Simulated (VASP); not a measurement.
Set up this calculation in VASP 6.6.1, as the native input.

- Task: electric field gradients
- Functional: PBE
- Potentials or basis: VASP PAW PBE potentials, release 64 (Au, Bi_d)
- Cutoff: 400 eV
- k mesh: 12 × 12 × 12
- Occupations: fermi-dirac, width 0.03 eV
- Spin: no spin polarisation
- Dipole correction: no
- Further INCAR settings: ALGO = Normal; EDIFF = 1e-08; NBANDS = 20

The structure of BiAu (rocksalt type) lies in POSCAR:

```
BiAu
1.0
    0.0000000000      2.9525027962      2.9525027962
    2.9525027962      0.0000000000      2.9525027962
    2.9525027962      2.9525027962      0.0000000000
Au Bi
1 1
Direct
    0.0000000000      0.0000000000      0.0000000000
    0.5000000000      0.5000000000      0.5000000000
```

This cell differs from its parent crystal: volume scaled by 0.98.

The input as run:

INCAR

```
SYSTEM = BiAu
ALGO = Normal ; EDIFF = 1E-8
ENCUT = 400 ; GGA = PE
GGA_COMPAT = .False. ; ISIF = 2
ISMEAR = -1 ; LASPH = .True.
LCHARG = .False. ; LEFG = .True.
LREAL = .False. ; LWAVE = .False.
NBANDS = 20 ; NELM = 120
PREC = Accurate ; SIGMA = 0.03
```

KPOINTS

```
k-points
0
Gamma
  12 12 12
  0 0 0
```

Potentials or basis: VASP PAW PBE potentials, release 64 (Au, Bi_d).

The run is started by

```sh
$ cat potpaw_PBE.64/Au/POTCAR potpaw_PBE.64/Bi_d/POTCAR > POTCAR
$ mpirun -np 1 vasp_std > vasp.out
```

Results of the run:

The pressure is 1.4 GPa. The band gap on the k mesh is zero (band 13 reaches 10.51 eV, above the bottom of band 14 at 5.15 eV).

Caveat: without QUAD_EFG the Cq values of the log hold for a quadrupole moment of 1 mb, not for the nuclei; spin-orbit coupling is left out, which moves the levels of the heavy elements.

Run time: 46 s on 1 thread of Intel(R) Xeon(R) Platinum 8488C (Sapphire Rapids), on a shared host, peak memory 0.19 GiB.
